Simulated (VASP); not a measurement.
The system is MnO2.

```xyz
6
Lattice="4.3983 0.0000 0.0000 0.0000 4.3983 0.0000 0.0000 0.0000 2.8730" Properties=species:S:1:pos:R:3 pbc="T T T"
Mn    0.0000    0.0000    0.0000
Mn    2.1991    2.1991    1.4365
O     1.3421    1.3421    0.0000
O     0.8570    3.5413    1.4365
O     3.0562    3.0562    0.0000
O     3.5413    0.8570    1.4365
```

```yaml
Program: VASP 6.6.1
Task: relaxation of cell and atoms
Functional: PBE
Potentials_or_basis: VASP PAW PBE potentials, release 64 (Mn_pv, O)
Cutoff: 600 eV
k_mesh: 4 × 4 × 8
Occupations: gaussian, width 0.1 eV
Spin: collinear spin, ferromagnetic start
Starting_moments: "[2.91, 2.91, 0.0, 0.0, 0.0, 0.0] μB"
Hubbard_terms: Mn d U = 3.9 eV
```

At the start: pressure 11.6 GPa; volume 9.26 Å³/atom.

Problem. Where does the relaxation end?

Solution. Over 4 steps the energy falls by 17.6 meV/atom and the volume is 9.78 Å³/atom (+5.5 %); space group P4_2/mnm (No. 136, to 0.1 Å) before and after; moment 6.08 μB per cell.

The path:
```
step  energy change (eV)  largest force (eV/Å)  pressure (GPa)  volume (Å³)
   1              0.0000                0.1099           11.60        55.58
   2             -0.0393                0.3129           -7.19        61.15
   3             -0.1033                0.1608            0.08        58.55
   4             -0.1057                0.0081           -0.08        58.65
```

Final structure:
```
Mn O
1.0
     4.46835    0.00000    0.00000
     0.00000    4.46835    0.00000
     0.00000    0.00000    2.93765
Mn O
2 4
Direct
  0.00000 0.00000 0.00000
  0.50000 0.50000 0.50000
  0.30578 0.30578 0.00000
  0.19422 0.80578 0.50000
  0.69422 0.69422 0.00000
  0.80578 0.19422 0.50000
```

Caveat: the run started ferromagnetic, and an antiferromagnetic order may lie lower in energy.
